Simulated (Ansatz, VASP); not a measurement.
# Two plane-wave programs on Si

```xyz
1
Lattice="8.5000 0.0000 0.0000 0.0000 8.5000 0.0000 0.0000 0.0000 8.5000" Properties=species:S:1:pos:R:3 pbc="T T T"
Si    0.0000    0.0000    0.0000
```

Alike in both runs: task single point; functional PBE; k mesh 1 × 1 × 1; collinear spin.

|  | VASP | Ansatz |
| --- | --- | --- |
| version | VASP 6.6.1 | Ansatz 0.2 development build |
| potentials or method | VASP PAW PBE potentials, release 64 (Si) | scalar-relativistic |
| plane-wave cutoff (eV) | 400 | 490 |
| occupations | fermi-dirac, width 0.1 eV | fermi-dirac |

```csv
,VASP,Ansatz,Ansatz less VASP
net moment per atom (μB),2.00,2.00,0.000
size of the moment on the site where the two differ most (μB),0.57,1.99,+1.416
```

Site moments also hang on the region over which each program counts them. Ansatz's warnings: open shared shell at semilocal close.
